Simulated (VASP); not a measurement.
A run of VASP 6.6.1:

File INCAR:

```
PREC     = Accurate       # precision mode
ENCUT    = 520            # plane-wave cutoff, eV
EDIFF    = 1E-8           # SCF threshold, eV
ISMEAR   = 0              # smearing method
SIGMA    = 0.01           # smearing width, eV
LREAL    = F              # projectors in reciprocal space
LASPH    = T              # aspherical terms in the spheres
NELM     = 80             # most SCF steps
ALGO     = Normal         # electronic algorithm
ISIF     = 2              # what is computed and relaxed
LWAVE    = F              # write WAVECAR
LCHARG   = F              # write CHGCAR
IBRION   = 8              # ionic algorithm
NSW      = 1              # ionic steps
```

Contents of KPOINTS:

```
Automatic mesh
0
Gamma
  8 8 8
```

Contents of POSCAR:

```
MgS
1.0
    2.5860869286      2.5860869286      0.0000000000
   -2.5860869286      2.5860869286      0.0000000000
    0.0000000000      2.5860869286      2.5860869286
Mg S
1 1
Direct
    0.0000000000      0.0000000000      0.0000000000
    0.5000000000      0.5000000000      0.0000000000
```

Potentials or basis: VASP PAW LDA potentials, release 64 (Mg, S).

Launch:

```sh
$ cat potpaw_LDA.64/Mg/POTCAR potpaw_LDA.64/S/POTCAR > POTCAR
$ mpirun -np 1 vasp_std > vasp.out
```

Hardware: 1 thread of Intel(R) Xeon(R) Platinum 8175M CPU @ 2.50GHz (Skylake/Cascade Lake), on a shared host.

Q: Estimate the wall time of this run.

A: Wall time 65 s on 1 thread of Intel(R) Xeon(R) Platinum 8175M CPU @ 2.50GHz (Skylake/Cascade Lake), on a shared host, peak memory 0.19 GiB. Counts: scf iterations 35, k points 29.
